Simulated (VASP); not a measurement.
# Tm (Pm-3m) in VASP: single point with LDA

Aim: the single point of Tm with LDA.

Program: VASP 6.6.1. These are calculated values, not measurements. Logs are shortened: lines on timing, memory, paths and dates and some standing lists are left out, and cuts for length are marked.

### 1 The cell of the first run

Symmetry: Pm-3m, No. 221, cubic system. Conventional cell: a = 3.107 Å, b = 3.107 Å, c = 3.107 Å, α = 90.00°, β = 90.00°, γ = 90.00°. Tm (site symmetry m-3m) has 6 Tm at 3.11 Å within 4.1 Å.

This isn't the form of Tm at room conditions, which is hcp.

### 2 Single point, LDA

The input, INCAR:

```
SYSTEM = Tm
ALGO     = Normal         ! electronic algorithm
EDIFF    = 1E-6           ! SCF threshold, eV
ENCUT    = 520            ! plane-wave cutoff, eV
GGA      = CA             ! functional
ISIF     = 2              ! what is computed and relaxed
ISMEAR   = -1             ! smearing method
LASPH    = .TRUE.         ! aspherical terms in the spheres
LCHARG   = .TRUE.         ! write CHGCAR
LELF     = .TRUE.         ! ELF
LREAL    = .FALSE.        ! projectors in reciprocal space
LVHAR    = .TRUE.       
LWAVE    = .FALSE.        ! write WAVECAR
NBANDS   = 18             ! bands
NELM     = 60             ! most SCF steps
PREC     = Accurate       ! precision mode
SIGMA    = 0.13605693000000002 ! smearing width, eV
```

The input, KPOINTS:

```
k-points
0
G
  11 11 11
  0 0 0
```

The input, POSCAR:

```
Tm
1.0
    3.1072325060      0.0000000000      0.0000000000
    0.0000000000      3.1072325060      0.0000000000
    0.0000000000      0.0000000000      3.1072325060
Tm
1
Direct
    0.0000000000      0.0000000000      0.0000000000
```

Potentials or basis: VASP PAW PBE potentials, release 64 (Tm).

Run with:

```
cat potpaw_PBE.64/Tm/POTCAR > POTCAR
mpirun -np 1 vasp_std > vasp.out
```

OUTCAR:

```text
SYSTEM = Tm
   EDIFF = 1E-6
   ENCUT = 520
   GGA = CA
   ISIF = 2
   ISMEAR = -1
   LASPH = .TRUE.
   LREAL = .FALSE.
   NELM = 60
   PREC = Accurate

 ion  position               nearest neighbor table
   1  0.000  0.000  0.000-

  LATTYP: Found a simple cubic cell.
 ALAT       =     3.1072325060

  Lattice vectors:

 A1 = (   3.1072325060,   0.0000000000,   0.0000000000)
 A2 = (   0.0000000000,   3.1072325060,   0.0000000000)
 A3 = (   0.0000000000,   0.0000000000,   3.1072325060)

Analysis of symmetry for initial positions (statically):
=====================================================================
 Subroutine PRICEL returns:
 Original cell was already a primitive cell.

 Routine SETGRP: Setting up the symmetry group for a
 simple cubic supercell.

 Subroutine GETGRP returns: Found 48 space group operations
 (whereof 48 operations were pure point group operations)
 out of a pool of 48 trial point group operations.

The static configuration has the point symmetry O_h .

Analysis of symmetry for dynamics (positions and initial velocities):
=====================================================================
 Subroutine PRICEL returns:
 Original cell was already a primitive cell.

 Routine SETGRP: Setting up the symmetry group for a
 simple cubic supercell.

 Subroutine GETGRP returns: Found 48 space group operations
 (whereof 48 operations were pure point group operations)
 out of a pool of 48 trial point group operations.

The dynamic configuration has the point symmetry O_h .

 Subroutine INISYM returns: Found 48 space group operations
 (whereof 48 operations are pure point group operations),
 and found     1 'primitive' translations

----------------------------------------------------------------------------------------

                                     Primitive cell

  volume of cell :      30.0000

  direct lattice vectors                    reciprocal lattice vectors
     3.107232506  0.000000000  0.000000000     0.321829795  0.000000000  0.000000000
     0.000000000  3.107232506  0.000000000     0.000000000  0.321829795  0.000000000
     0.000000000  0.000000000  3.107232506     0.000000000  0.000000000  0.321829795

  length of vectors
     3.107232506  3.107232506  3.107232506     0.321829795  0.321829795  0.321829795

  position of ions in fractional coordinates (direct lattice)
     0.000000000  0.000000000  0.000000000

  ion indices of the primitive-cell ions
   primitive index   ion index
                 1           1

----------------------------------------------------------------------------------------

 KPOINTS: k-points

Automatic generation of k-mesh.
 Grid dimensions read from file:
 generate k-points for:   11   11   11

 Generating k-lattice:

  Cartesian coordinates                     Fractional coordinates (reciprocal lattice)
     0.029257254  0.000000000  0.000000000     0.090909091  0.000000000  0.000000000
     0.000000000  0.029257254  0.000000000     0.000000000  0.090909091  0.000000000
     0.000000000  0.000000000  0.029257254     0.000000000  0.000000000  0.090909091

  Length of vectors
     0.029257254  0.029257254  0.029257254

  Shift w.r.t. Gamma in fractional coordinates (k-lattice)
     0.000000000  0.000000000  0.000000000

 Subroutine IBZKPT returns following result:
 ===========================================

 Found     56 irreducible k-points:

 Following reciprocal coordinates:
            Coordinates               Weight
  0.000000  0.000000  0.000000      1.000000
  0.090909  0.000000  0.000000      6.000000
  0.181818  0.000000  0.000000      6.000000
  0.272727  0.000000  0.000000      6.000000
  0.363636  0.000000  0.000000      6.000000
  0.454545  0.000000  0.000000      6.000000
[... 16 lines left out ...]
  0.181818  0.090909  0.090909     24.000000
  0.272727  0.090909  0.090909     24.000000
 [... further k-points ...]
   k-points           NKPTS =     56   k-points in BZ     NKDIM =     56   number of bands    NBANDS=     18
   number of dos      NEDOS =    301   number of ions     NIONS =      1
   total plane-waves  NPLWV =  13824
   dimension x,y,z NGX =    24 NGY =   24 NGZ =   24
   dimension x,y,z NGXF=    48 NGYF=   48 NGZF=   48
   ions per type =               1
   NGX,Y,Z   is equivalent  to a cutoff of  12.84, 12.84, 12.84 a.u.
   NGXF,Y,Z  is equivalent  to a cutoff of  25.68, 25.68, 25.68 a.u.
 SYSTEM =  Tm
   PREC   = accura    normal or accurate (medium, high low for compatibility)
   ISTART =      0    job   : 0-new  1-cont  2-samecut
   ICHARG =      2    charge: 1-file 2-atom 10-const
   ISPIN  =      1    spin polarized calculation?
   LNONCOLLINEAR =      F non collinear calculations
   LSORBIT =      F    spin-orbit coupling
   LASPH  =      T    aspherical Exc in radial PAW
   ENCUT  =  520.0 eV  38.22 Ry    6.18 a.u.   5.78  5.78  5.78*2*pi/ulx,y,z
   NELM   =     60;   NELMIN=  2; NELMDL= -5     # of ELM steps
   EDIFF  = 0.1E-05   stopping-criterion for ELM
   LREAL  =      F    real-space projection
   EDIFFG = 0.1E-04   stopping-criterion for IOM
   NSW    =      0    number of steps for IOM
   IBRION =     -1    ionic relax: 0-MD 1-quasi-New 2-CG
   NFREE  =      0    steps in history (QN), initial steepest desc. (CG)
   ISIF   =      2    stress and relaxation
   ISYM   =      2    0-nonsym 1-usesym 2-fastsym
   POTIM  = 0.5000    time-step for ionic-motion
   TEBEG  =    0.0;   TEEND  =   0.0 temperature during run
   PSTRESS=    0.0 pullay stress
   NELECT =      23.0000    total number of electrons
   NUPDOWN=      -1.0000    fix difference up-down
   EMIN   =  10.00;   EMAX   =-10.00  energy-range for DOS
   EFERMI =   0.00;   METHOD = LEGACY
   ISMEAR =    -1;   SIGMA  =   0.14  broadening in eV -4-tet -1-fermi 0-gaus
   EFERMI_NEDOS =   21; number of points for ismear=-14 and -15
   IALGO  =     38    algorithm
   IMIX   =      4    mixing-type and parameters
     AMIX     =   0.40;   BMIX     =  1.00
     AMIX_MAG =   1.60;   BMIX_MAG =  1.00
  volume/ion in A,a.u.               =      30.00       202.45
  Fermi-wavevector in a.u.,A,eV,Ry     =   1.498340  2.831452 30.545387  2.245023
  Thomas-Fermi vector in A             =   2.610112
   LORBIT       =      0    0 simple, 1 ext, 2 COOP (PROOUT), +10 PAW based schemes
   GGA     = CA    functional components
   LHFCALC =     F    Hartree Fock is set to
   AEXX    =    0.0000 exact exchange contribution
   IVDW    =     0    specifies the selected vdW correction
   LEPSILON=     F    determine dielectric tensor
   LRPA    =     F    only Hartree local field effects (RPA)
 non-spin polarized calculation
  energy-cutoff  :      520.00
  volume of cell :       30.00
 maximum number of plane-waves:       819
 NGX is ok and might be reduce to    24
   NGX = 11   NGY = 11   NGZ = 11

 number of electron      22.9999982 magnetization

 Free energy of the ion-electron system (eV)
  ---------------------------------------------------
  ext. energy  EPLUGINS =         0.00000000
  ---------------------------------------------------
  free energy    TOTEN  =        -4.23833478 eV

  energy without entropy =       -3.74446822  energy(sigma->0) =       -3.99140150

 E-fermi :   1.8051     XC(G=0): -10.5710

 val. band max:        1.7990960355   @ k =   0.4545   0.4545   0.4545
 cond. band min:       1.9075143772   @ k =   0.4545   0.2727   0.0000
 fundamental gap:      0.1084183418
 Fermi energy:         1.8050658917

 k-point     1 :       0.0000    0.0000    0.0000
  band No.  band energies     occupation
      1     -47.9368      2.00000
      2     -21.0365      2.00000
      3     -21.0365      2.00000
      4     -21.0365      2.00000
      5      -3.1917      2.00000
      6       1.4063      1.89872
[... 10 lines left out ...]
     17       9.7450      0.00000
     18      13.9026      0.00000

 k-point     2 :       0.0909    0.0000    0.0000
  band No.  band energies     occupation
      1     -47.9314      2.00000
      2     -21.1252      2.00000
      3     -21.0291      2.00000
      4     -21.0291      2.00000
      5      -2.9925      2.00000
      6       1.3871      1.91143
[... 10 lines left out ...]
     17       9.7761      0.00000
     18      12.9766      0.00000

 k-point     3 :       0.1818    0.0000    0.0000
  band No.  band energies     occupation
      1     -47.9170      2.00000
      2     -21.3563      2.00000
      3     -21.0090      2.00000
      4     -21.0090      2.00000
      5      -2.4455      2.00000
      6       1.3500      1.93185
[... 10 lines left out ...]
     17       9.8609      0.00000
     18      11.5992      0.00000

 k-point     4 :       0.2727    0.0000    0.0000
  band No.  band energies     occupation
      1     -47.8980      2.00000
      2     -21.6452      2.00000
      3     -20.9825      2.00000
      4     -20.9825      2.00000
      5      -1.6701      2.00000
      6       1.3178      1.94582
[... 10 lines left out ...]
     17       9.9748      0.00000
     18      10.8438      0.00000

 k-point     5 :       0.3636    0.0000    0.0000
  band No.  band energies     occupation
      1     -47.8805      2.00000
      2     -21.8985      2.00000
      3     -20.9580      2.00000
      4     -20.9580      2.00000
      5      -0.8108      2.00000
      6       1.2850      1.95720
[... 10 lines left out ...]
     17      10.0825      0.00000
     18      11.1718      0.00000

 k-point     6 :       0.4545    0.0000    0.0000
  band No.  band energies     occupation
      1     -47.8701      2.00000
      2     -22.0441      2.00000
      3     -20.9434      2.00000
      4     -20.9434      2.00000
      5      -0.1052      2.00000
      6       1.2153      1.97413
[... 307 lines left out ...]
 k-point    21 :       0.4545    0.4545    0.0000
  band No.  band energies     occupation
      1     -47.8051      2.00000
      2     -21.8981      2.00000
      3     -21.8953      2.00000
      4     -20.8554      2.00000
      5       0.2641      1.99998
      6       1.2923      1.95487
[... 10 lines left out ...]
     17       7.0031      0.00000
     18      11.9921      0.00000

 k-point    22 :       0.0909    0.0909    0.0909
  band No.  band energies     occupation
      1     -47.9207      2.00000
      2     -21.1215      2.00000
      3     -21.1035      2.00000
      4     -21.1035      2.00000
      5      -2.5961      2.00000
      6       1.3888      1.91037
[... 10 lines left out ...]
     17       8.9184      0.00000
     18      13.7771      0.00000

 k-point    23 :       0.1818    0.0909    0.0909
  band No.  band energies     occupation
      1     -47.9064      2.00000
      2     -21.3392      2.00000
      3     -21.0933      2.00000
      4     -21.0826      2.00000
      5      -2.0548      2.00000
      6       1.3562      1.92877
[... 10 lines left out ...]
     17       8.9712      0.00000
     18      12.6779      0.00000

 k-point    24 :       0.2727    0.0909    0.0909
  band No.  band energies     occupation
      1     -47.8875      2.00000
      2     -21.6253      2.00000
      3     -21.0655      2.00000
      4     -21.0550      2.00000
      5      -1.2901      2.00000
      6       1.3243      1.94325
[... 10 lines left out ...]
     17       9.1170      0.00000
     18      11.7156      0.00000

 [... further k-points ...]

------------------------ aborting loop because EDIFF is reached ----------------------------------------

  FORCE on cell =-STRESS in cart. coord.  units (eV):
  Direction    XX          YY          ZZ          XY          YZ          ZX
  --------------------------------------------------------------------------------------
  -------------------------------------------------------------------------------------
  Total       -0.0396773     -0.0396773     -0.0396773     -0.0000000     -0.0000000     -0.0000000
  in kB       -2.1190015     -2.1190015     -2.1190015     -0.0000000     -0.0000000     -0.0000000
  external PRESSURE =      -2.1190015 kB  Pullay stress =       0.0000000 kB

 VOLUME and BASIS-vectors are now :
 -----------------------------------------------------------------------------
  energy-cutoff  :      520.00
  volume of cell :       30.00
      direct lattice vectors                 reciprocal lattice vectors
     3.107232506  0.000000000  0.000000000     0.321829795  0.000000000  0.000000000
     0.000000000  3.107232506  0.000000000     0.000000000  0.321829795  0.000000000
     0.000000000  0.000000000  3.107232506     0.000000000  0.000000000  0.321829795

 POSITION                                       TOTAL-FORCE (eV/Angst)
 -----------------------------------------------------------------------------------
      0.00000      0.00000      0.00000         0.000000      0.000000      0.000000
 -----------------------------------------------------------------------------------
    total drift:                                0.000000      0.000000     -0.000000

  FREE ENERGIE OF THE ION-ELECTRON SYSTEM (eV)
  ---------------------------------------------------
  free  energy   TOTEN  =        -4.2383347832 eV

  energy  without entropy=       -3.7444682186  energy(sigma->0) =       -3.99140150
```

It took 70 s on 1 thread of AMD EPYC 7R13, shared host; peak memory 0.13 GiB.

What came out:

| Property | Result |
| --- | --- |
| Free energy | -4.2383 eV |
| Pressure | -0.2 GPa |
| Band gap on the k mesh | zero (an odd number of electrons rules out a gap without spin polarisation) |

Levels at points of the mesh, in eV from the Fermi level:
| k point | band 8 | band 9 | band 10 | band 11 | band 12 | band 13 | band 14 | band 15 | band 16 | band 17 |
| --- | --- | --- | --- | --- | --- | --- | --- | --- | --- | --- |
| (0.00, 0.00, 0.00) | -0.40 | -0.34 | -0.34 | -0.34 | -0.26 | 0.19 | 0.19 | 7.94 | 7.94 | 7.94 |

Caveat: the PAW data sets were made with another functional, which shifts forces and pressure a little; spin-orbit coupling is left out, which moves the levels of the heavy elements; semilocal functionals describe open f shells poorly, which spoils levels, moments and volumes. Spin polarisation is off, so any magnetic state and its effect on volume and gap are missing.
